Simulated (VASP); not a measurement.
Runs of VASP 6.6.1 on BaHg. The structure is that of space group Pm-3m (No. 221), or close to it. The cells are those of the table. 

| task | cell | cutoff (eV) | gap on the mesh (eV) | pressure (GPa) |
| --- | --- | --- | --- | --- |
| single point | a = 4.051 Å, 2 atoms | 520 | none | 0.0 |
| single point | a = 4.010 Å, 2 atoms | 520 | none | 1.1 |
| single point | a = 4.031 Å, 2 atoms | 520 | none | (a) |
| relaxation of cell and atoms | relaxed from a = 4.180 Å, 2 atoms | 600 | none | 0.0 |

Alike in all rows: level LDA; potentials or basis VASP PAW LDA potentials, release 64 (Ba_sv, Hg); no spin polarisation; k mesh 5 × 5 × 5; smearing gaussian 0.1 eV.

Problem. Estimate the missing entries.

Solution. (a) 0.5.

Caveats: spin-orbit coupling is left out, which moves the levels of the heavy elements.

A k mesh can miss the band edges, and the runs leave out spin-orbit coupling on Ba, Hg.

A gap of «none» marks levels without a gap at the run's occupations.
